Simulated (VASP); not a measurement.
A run of VASP 6.6.1 is set up as follows.

File POSCAR:

```
CuI
1.0
    0.0000000000      2.6482591788      3.9723887683
    2.6482591788      0.0000000000      3.9723887683
    2.6482591788      2.6482591788      0.0000000000
Cu I
1 1
Direct
    0.7500000000      0.7500000000      0.7500000000
    0.0000000000      0.0000000000      0.0000000000
```

The input INCAR.step1:

```
SYSTEM = CuI
PREC = Accurate
ENCUT = 520
ISMEAR = 0
SIGMA = 0.05
LREAL = .FALSE.
LASPH = .TRUE.
NELM = 80
NBANDS = 16
GGA = PE
ALGO = Normal
EDIFF = 1E-4
LWAVE = .TRUE.
LCHARG = .FALSE.
```

INCAR.step2

```
SYSTEM = CuI
PREC = Accurate
ENCUT = 520
EDIFF = 1E-7
ISMEAR = 0
SIGMA = 0.05
LREAL = .FALSE.
LASPH = .TRUE.
NELM = 80
ALGO = Normal
ISIF = 2
LWAVE = .FALSE.
LCHARG = .TRUE.
METAGGA = R2SCAN
LMIXTAU = .TRUE.
LELF = .TRUE.
LVHAR = .TRUE.
NBANDS = 16
ISTART = 1
```

The input KPOINTS:

```
regular mesh
0
G
  8 8 8
  0 0 0
```

Potentials or basis: VASP PAW PBE potentials, release 64 (Cu, I).

Launch:

```bash
$ cat potpaw_PBE.64/Cu/POTCAR potpaw_PBE.64/I/POTCAR > POTCAR
$ cp INCAR.step1 INCAR
$ mpirun -np 1 vasp_std > vasp.out
$ cp INCAR.step2 INCAR
$ mpirun -np 1 vasp_std > vasp.out
```

(1) What does it give for the band gap on the k mesh?

(2) Estimate the pressure.

## Answers

(1) 0.72 eV, direct.

(2) -1.2 GPa.

Caveat: the PAW data sets were made with another functional, which shifts forces and pressure a little; spin-orbit coupling is left out, which moves the levels of the heavy elements.
